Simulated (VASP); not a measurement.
Crystal: TePb.

```
Pb Te
1.0
     0.00000    3.23100    3.23100
     3.23100    0.00000    3.23100
     3.23100    3.23100    0.00000
Pb Te
1 1
Direct
  0.00000 0.00000 0.00000
  0.50000 0.50000 0.50000
```

Program: VASP 6.6.1. Alike in all runs: task single point; potentials or basis VASP PAW PBE potentials, release 64 (Pb_d, Te); no spin polarisation; cell as given; k mesh 4 × 4 × 4; cutoff (eV) 520; smearing fermi-dirac 0.05 eV.

Task: Order these runs on this cell by their band gap on the k mesh, lowest first.
A. level r2SCANh; share of exact exchange 0.1
B. level PBE-based screened hybrid with 25 % exact exchange; share of exact exchange 0.25; screening parameter 0.3 1/Å
C. level r2SCAN50; share of exact exchange 0.5
D. level r2SCAN0; share of exact exchange 0.25

Result: B (0.96 eV), A (1.38 eV), D (1.94 eV), C (2.88 eV).

Caveats: all runs use coarse meshes; spin-orbit coupling is left out, which moves the levels of the heavy elements.

A k mesh can miss the band edges.
